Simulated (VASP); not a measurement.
# Na8HCl8 in VASP: single point with PBE

Aim: the single point of Na8HCl8 with PBE.

Program: VASP 6.6.1. These are calculated values, not measurements. Logs are shortened: lines on timing, memory, paths and dates and some standing lists are left out, and cuts for length are marked.

## 1. The cell of the first run

The cell holds a slab with vacuum, 17 atoms: a = 8.080 Å, b = 8.080 Å, c = 16.948 Å, α = 90.00°, β = 90.00°, γ = 60.00°.

## 2. Single point, PBE, collinear spin

Contents of INCAR:

```
SYSTEM = Na8HCl8
PREC = Accurate
ENCUT = 520
EDIFF = 1E-6
ISMEAR = -1
SIGMA = 0.02
LREAL = Auto
LASPH = .TRUE.
NELM = 150
ALGO = Normal
ISIF = 2
LWAVE = .FALSE.
LCHARG = .FALSE.
ISPIN = 2
MAGMOM = 0 0 0 0 0 0 0 0 0 0 0 0 0 0 0 0 1
LORBIT = 11
GGA = PE
NBANDS = 74
```

Contents of KPOINTS:

```
Automatic mesh
0
G
  2 2 1
  0 0 0
```

Contents of POSCAR:

```
Na8HCl8
1.0
    8.0801091967     -0.0000002887      0.0000000000
    4.0400548483      6.9975796853      0.0000000000
    0.0000000000      0.0000000000     16.9480360000
Na Cl H
8 8 1
Direct
   -0.0000000033      0.0000000067      0.0590038900
   -0.0000000033      0.4999999967      0.0590038900
    0.5000000000      0.0000000000      0.0590038900
    0.5000000067      0.4999999967      0.0590038900
    0.6635182292      0.6729635415      0.2520197959
    0.6635182292      0.1635182292      0.2520197959
    0.1666666667      0.6666666667      0.3662468906
    0.1729635415      0.1635182292      0.2520197959
    0.3345887919      0.8345887919      0.1280407796
    0.3345887919      0.3308224162      0.1280407796
    0.8308224162      0.8345887919      0.1280407796
    0.8333333333      0.3333333333      0.1402508499
   -0.0329065580      0.4670934420      0.3489642385
   -0.0329065580      0.0658131161      0.3489642385
    0.5658131161      0.4670934420      0.3489642385
    0.5000000000      0.0000000000      0.3218218874
    0.8333333333      0.3333333333      0.3552766414
```

Potentials or basis: VASP PAW PBE potentials, release 64 (Na_pv, Cl, H).

Run with:

```console
> cat potpaw_PBE.64/Na_pv/POTCAR potpaw_PBE.64/Cl/POTCAR potpaw_PBE.64/H/POTCAR > POTCAR
> mpirun -np 1 vasp_std > vasp.out
```

OUTCAR:

```text
SYSTEM = Na8HCl8
   PREC = Accurate
   ENCUT = 520
   EDIFF = 1E-6
   ISMEAR = -1
   LREAL = Auto
   LASPH = .TRUE.
   NELM = 150
   ISIF = 2
   ISPIN = 2
   LORBIT = 11
   GGA = PE

 ion  position               nearest neighbor table
   1  1.000  0.000  0.059-   9 2.62  11 2.62  12 2.71
   2  1.000  0.500  0.059-  11 2.62  10 2.62  12 2.71
   3  0.500  0.000  0.059-  10 2.59   9 2.59  11 2.59
   4  0.500  0.500  0.059-   9 2.62  10 2.62  12 2.71
   5  0.664  0.673  0.252-  16 2.58  15 2.72  13 2.72
   6  0.664  0.164  0.252-  16 2.58  15 2.72  14 2.72
   7  0.167  0.667  0.366-
   8  0.173  0.164  0.252-  16 2.58  14 2.72  13 2.72
   9  0.335  0.835  0.128-   3 2.59   4 2.62   1 2.62
  10  0.335  0.331  0.128-   3 2.59   2 2.62   4 2.62
  11  0.831  0.835  0.128-   3 2.59   2 2.62   1 2.62
  12  0.833  0.333  0.140-   1 2.71   4 2.71   2 2.71
  13  0.967  0.467  0.349-   8 2.72   5 2.72
  14  0.967  0.066  0.349-   8 2.72   6 2.72
  15  0.566  0.467  0.349-   5 2.72   6 2.72
  16  0.500  0.000  0.322-   6 2.58   5 2.58   8 2.58
  17  0.833  0.333  0.355-

  LATTYP: Found a hexagonal cell.
 ALAT       =     8.0801091966
 C/A-ratio  =     2.0975008614

  Lattice vectors:

 A1 = (  -4.0400548483,  -6.9975796853,   0.0000000000)
 A2 = (   8.0801091967,  -0.0000002887,   0.0000000000)
 A3 = (   0.0000000000,   0.0000000000,  16.9480360000)

Analysis of symmetry for initial positions (statically):
=====================================================================
 Subroutine PRICEL returns:
 Original cell was already a primitive cell.

 Routine SETGRP: Setting up the symmetry group for a
 hexagonal supercell.

 Subroutine GETGRP returns: Found  6 space group operations
 (whereof  2 operations were pure point group operations)
 out of a pool of 24 trial point group operations.

The static configuration has the point symmetry C_1h.
 The point group associated with its full space group is C_3v.

Analysis of symmetry for dynamics (positions and initial velocities):
=====================================================================
 Subroutine PRICEL returns:
 Original cell was already a primitive cell.

 Routine SETGRP: Setting up the symmetry group for a
 hexagonal supercell.

 Subroutine GETGRP returns: Found  6 space group operations
 (whereof  2 operations were pure point group operations)
 out of a pool of 24 trial point group operations.

The dynamic configuration has the point symmetry C_1h.
 The point group associated with its full space group is C_3v.

Analysis of structural, dynamic, and magnetic symmetry:
=====================================================================
 Subroutine PRICEL returns:
 Original cell was already a primitive cell.

 Routine SETGRP: Setting up the symmetry group for a
 hexagonal supercell.

 Subroutine GETGRP returns: Found  6 space group operations
 (whereof  2 operations were pure point group operations)
 out of a pool of 24 trial point group operations.

The overall configuration has the point symmetry C_1h.
 The point group associated with its full space group is C_3v.

 Subroutine INISYM returns: Found  6 space group operations
 (whereof  2 operations are pure point group operations),
 and found     1 'primitive' translations

----------------------------------------------------------------------------------------

                                     Primitive cell

  volume of cell :     958.2624

  direct lattice vectors                    reciprocal lattice vectors
     8.080109197 -0.000000289  0.000000000     0.123760701 -0.071453280  0.000000000
     4.040054848  6.997579685  0.000000000     0.000000005  0.142906551  0.000000000
     0.000000000  0.000000000 16.948036000     0.000000000  0.000000000  0.059003887

  length of vectors
     8.080109197  8.080109197 16.948036000     0.142906551  0.142906551  0.059003887

  position of ions in fractional coordinates (direct lattice)
     0.999999997  0.000000007  0.059003890
     0.999999997  0.499999997  0.059003890
     0.500000000  0.000000000  0.059003890
     0.500000007  0.499999997  0.059003890
     0.663518229  0.672963542  0.252019796
     0.663518229  0.163518229  0.252019796
[... 9 lines left out ...]
     0.500000000  0.000000000  0.321821887
     0.833333333  0.333333333  0.355276641

  ion indices of the primitive-cell ions
   primitive index   ion index
                 1           1
                 2           2
                 3           3
                 4           4
                 5           5
                 6           6
[... 9 lines left out ...]
                16          16
                17          17

----------------------------------------------------------------------------------------

 KPOINTS: Automatic mesh

Automatic generation of k-mesh.
 Grid dimensions read from file:
 generate k-points for:    2    2    1

 Generating k-lattice:

  Cartesian coordinates                     Fractional coordinates (reciprocal lattice)
     0.061880351 -0.035726640  0.000000000     0.500000000  0.000000000  0.000000000
     0.000000003  0.071453276  0.000000000     0.000000000  0.500000000  0.000000000
     0.000000000  0.000000000  0.059003887     0.000000000  0.000000000  1.000000000

  Length of vectors
     0.071453276  0.071453276  0.059003887

  Shift w.r.t. Gamma in fractional coordinates (k-lattice)
     0.000000000  0.000000000  0.000000000

 Subroutine IBZKPT returns following result:
 ===========================================

 Found      2 irreducible k-points:

 Following reciprocal coordinates:
            Coordinates               Weight
  0.000000  0.000000  0.000000      1.000000
  0.500000 -0.000000  0.000000      3.000000
   k-points           NKPTS =      2   k-points in BZ     NKDIM =      2   number of bands    NBANDS=     74
   number of dos      NEDOS =    301   number of ions     NIONS =     17
   total plane-waves  NPLWV = 453600
   dimension x,y,z NGX =    60 NGY =   60 NGZ =  126
   dimension x,y,z NGXF=   120 NGYF=  120 NGZF=  252
   ions per type =               8   8   1
   NGX,Y,Z   is equivalent  to a cutoff of  12.34, 12.34, 12.36 a.u.
   NGXF,Y,Z  is equivalent  to a cutoff of  24.69, 24.69, 24.72 a.u.
 SYSTEM =  Na8HCl8
   PREC   = accura    normal or accurate (medium, high low for compatibility)
   ISTART =      0    job   : 0-new  1-cont  2-samecut
   ICHARG =      2    charge: 1-file 2-atom 10-const
   ISPIN  =      2    spin polarized calculation?
   LNONCOLLINEAR =      F non collinear calculations
   LSORBIT =      F    spin-orbit coupling
   LASPH  =      T    aspherical Exc in radial PAW
   ENCUT  =  520.0 eV  38.22 Ry    6.18 a.u.  15.02 15.02 31.51*2*pi/ulx,y,z
   NELM   =    150;   NELMIN=  2; NELMDL= -5     # of ELM steps
   EDIFF  = 0.1E-05   stopping-criterion for ELM
   LREAL  =      T    real-space projection
   EDIFFG = 0.1E-04   stopping-criterion for IOM
   NSW    =      0    number of steps for IOM
   IBRION =     -1    ionic relax: 0-MD 1-quasi-New 2-CG
   NFREE  =      0    steps in history (QN), initial steepest desc. (CG)
   ISIF   =      2    stress and relaxation
   ISYM   =      2    0-nonsym 1-usesym 2-fastsym
   POTIM  = 0.5000    time-step for ionic-motion
   TEBEG  =    0.0;   TEEND  =   0.0 temperature during run
   PSTRESS=    0.0 pullay stress
   NELECT =     113.0000    total number of electrons
   NUPDOWN=      -1.0000    fix difference up-down
   EMIN   =  10.00;   EMAX   =-10.00  energy-range for DOS
   EFERMI =   0.00;   METHOD = LEGACY
   ISMEAR =    -1;   SIGMA  =   0.02  broadening in eV -4-tet -1-fermi 0-gaus
   EFERMI_NEDOS =   21; number of points for ismear=-14 and -15
   IALGO  =     38    algorithm
   IMIX   =      4    mixing-type and parameters
     AMIX     =   0.40;   BMIX     =  1.00
     AMIX_MAG =   1.60;   BMIX_MAG =  1.00
  volume/ion in A,a.u.               =      56.37       380.39
  Fermi-wavevector in a.u.,A,eV,Ry     =   0.802798  1.517068  8.768741  0.644484
  Thomas-Fermi vector in A             =   1.910544
   LORBIT       =     11    0 simple, 1 ext, 2 COOP (PROOUT), +10 PAW based schemes
   GGA     = PE    functional components
   LHFCALC =     F    Hartree Fock is set to
   AEXX    =    0.0000 exact exchange contribution
   IVDW    =     0    specifies the selected vdW correction
   LEPSILON=     F    determine dielectric tensor
   LRPA    =     F    only Hartree local field effects (RPA)
 spin polarized calculation
  energy-cutoff  :      520.00
  volume of cell :      958.26
 maximum number of plane-waves:     25838
   NGX = 31   NGY = 31   NGZ = 63

 number of electron     112.9999967 magnetization       0.0624513

 number of electron     112.9999967 magnetization      -0.4998236

 Free energy of the ion-electron system (eV)
  ---------------------------------------------------
  ext. energy  EPLUGINS =         0.00000000
  ---------------------------------------------------
  free energy    TOTEN  =       -50.63733930 eV

  energy without entropy =      -50.62778874  energy(sigma->0) =      -50.63256402

 E-fermi :  -0.6472     XC(G=0):  -4.0923

 val. band max:       -0.6610869902   @ k =   0.5000  -0.0000   0.0000
 cond. band min:      -0.4247985496   @ k =   0.5000  -0.0000   0.0000
 fundamental gap:      0.2362884406
 Fermi energy:        -0.6472253784

 spin component 1

 k-point     1 :       0.0000    0.0000    0.0000
  band No.  band energies     occupation
      1     -26.2371      1.00000
      2     -26.2307      1.00000
      3     -26.2307      1.00000
      4     -26.2277      1.00000
      5     -26.2199      1.00000
      6     -26.2199      1.00000
[... 60 lines left out ...]
     67       2.7779      0.00000
     68       3.3137      0.00000

 k-point     2 :       0.5000   -0.0000    0.0000
  band No.  band energies     occupation
      1     -26.2354      1.00000
      2     -26.2319      1.00000
      3     -26.2307      1.00000
      4     -26.2277      1.00000
      5     -26.2185      1.00000
      6     -26.2168      1.00000
[... 60 lines left out ...]
     67       3.2805      0.00000
     68       3.2923      0.00000
 Fermi energy:        -0.6472253784

 spin component 2

 k-point     1 :       0.0000    0.0000    0.0000
  band No.  band energies     occupation
      1     -26.2448      1.00000
      2     -26.2400      1.00000
      3     -26.2400      1.00000
      4     -26.2286      1.00000
      5     -26.2277      1.00000
      6     -26.2268      1.00000
[... 60 lines left out ...]
     67       2.6941      0.00000
     68       3.2460      0.00000

 k-point     2 :       0.5000   -0.0000    0.0000
  band No.  band energies     occupation
      1     -26.2436      1.00000
      2     -26.2410      1.00000
      3     -26.2400      1.00000
      4     -26.2277      1.00000
      5     -26.2266      1.00000
      6     -26.2234      1.00000
[... 60 lines left out ...]
     67       3.1042      0.00000
     68       3.1086      0.00000
 [bands above 68 left out]

------------------------ aborting loop because EDIFF is reached ----------------------------------------

  FORCE on cell =-STRESS in cart. coord.  units (eV):
  Direction    XX          YY          ZZ          XY          YZ          ZX
  --------------------------------------------------------------------------------------
  -------------------------------------------------------------------------------------
  Total        2.1238906      2.1238906     -0.1662352     -0.0000000      0.0000000      0.0000000
  in kB        3.5510619      3.5510619     -0.2779387     -0.0000000      0.0000000      0.0000000
  external PRESSURE =       2.2747284 kB  Pullay stress =       0.0000000 kB

 VOLUME and BASIS-vectors are now :
 -----------------------------------------------------------------------------
  energy-cutoff  :      520.00
  volume of cell :      958.26
      direct lattice vectors                 reciprocal lattice vectors
     8.080109197 -0.000000289  0.000000000     0.123760701 -0.071453280  0.000000000
     4.040054848  6.997579685  0.000000000     0.000000005  0.142906551  0.000000000
     0.000000000  0.000000000 16.948036000     0.000000000  0.000000000  0.059003887

 POSITION                                       TOTAL-FORCE (eV/Angst)
 -----------------------------------------------------------------------------------
      8.08011     -0.00000      1.00000         0.000000      0.156316      0.020288
     10.10014      3.49879      1.00000        -0.135373     -0.078158      0.020288
      4.04005     -0.00000      1.00000         0.000000      0.000000     -0.069614
      6.06008      3.49879      1.00000         0.135373     -0.078158      0.020288
      8.08011      4.70912      4.27124        -0.000000     -0.005079     -0.001620
      6.02192      1.14423      4.27124         0.004399      0.002540     -0.001620
[... 9 lines left out ...]
      4.04005     -0.00000      5.45425         0.000000      0.000000      0.018990
      8.08011      2.33253      6.02124         0.000000      0.000000      0.002788
 -----------------------------------------------------------------------------------
    total drift:                               -0.000005     -0.000003     -0.001793

  FREE ENERGIE OF THE ION-ELECTRON SYSTEM (eV)
  ---------------------------------------------------
  free  energy   TOTEN  =       -50.6373392998 eV

  energy  without entropy=      -50.6277887411  energy(sigma->0) =      -50.63256402

 total charge

# of ion       s       p       d       tot
------------------------------------------
    1        0.059   5.978   0.000   6.037
    2        0.059   5.978   0.000   6.037
    3        0.060   5.983   0.000   6.043
    4        0.059   5.978   0.000   6.037
    5        0.047   5.980   0.000   6.027
    6        0.047   5.980   0.000   6.027
[... 9 lines left out ...]
   16        1.590   3.579   0.000   5.169
   17        0.323   0.023   0.000   0.346
--------------------------------------------------
tot         13.473  76.352   0.000  89.826

 magnetization (x)

# of ion       s       p       d       tot
------------------------------------------
    1       -0.006  -0.002   0.000  -0.009
    2       -0.006  -0.002   0.000  -0.009
    3       -0.000  -0.001   0.000  -0.001
    4       -0.006  -0.002   0.000  -0.009
    5       -0.000  -0.000   0.000  -0.000
    6       -0.000  -0.000   0.000  -0.000
[... 9 lines left out ...]
   16        0.000  -0.000   0.000  -0.000
   17        0.000   0.000   0.000   0.000
--------------------------------------------------
tot         -0.023  -0.033   0.000  -0.055
```

Wall time 12 min (1 thread of AMD EPYC 7R43 (Zen 3), shared host); peak memory 1.2 GiB.

What came out:

```
Free energy                                           : -50.6373 eV
Largest force                                         : 0.158 eV/Å
Net moment                                            : -0.50 μB per cell
Valence electrons inside the program's atomic spheres : Na 6.04, 6.03, 5.99 (each value once); Cl 5.17, 5.16, 5.14 (each value once); H 0.35
```

Forces in eV/Å, atoms in the order of the input:
```
Na   0.000  0.156  0.020
Na  -0.135 -0.078  0.020
Na   0.000  0.000 -0.070
Na   0.135 -0.078  0.020
Na   0.000 -0.005 -0.002
Na   0.004  0.003 -0.002
Na   0.000  0.000  0.000
Na  -0.004  0.003 -0.002
Cl  -0.006 -0.003 -0.004
Cl   0.000  0.007 -0.004
Cl   0.006 -0.003 -0.004
Cl   0.000  0.000  0.008
Cl  -0.002 -0.001 -0.001
Cl   0.000  0.002 -0.001
Cl   0.002 -0.001 -0.001
Cl   0.000  0.000  0.019
H    0.000  0.000  0.003
```

Levels at points of the mesh, in eV from the Fermi level:
Spin up:
| k point | band 54 | band 55 | band 56 | band 57 | band 58 | band 59 |
| --- | --- | --- | --- | --- | --- | --- |
| (0.00, 0.00, 0.00) | -3.07 | -3.02 | -3.02 | -0.38 | 0.90 | 2.02 |
| (0.50, 0.00, 0.00) | -3.25 | -3.06 | -3.01 | 0.38 | 0.40 | 1.71 |
Spin down:
```tsv
k point	band 55	band 56	band 57	band 58	band 59	band 60
(0.00, 0.00, 0.00)	-3.02	-3.02	-0.65	0.89	1.79	1.79
(0.50, 0.00, 0.00)	-3.06	-3.01	-0.01	0.22	1.44	1.52
```

Caveat: the k points lie up to 0.45 Å⁻¹ apart.
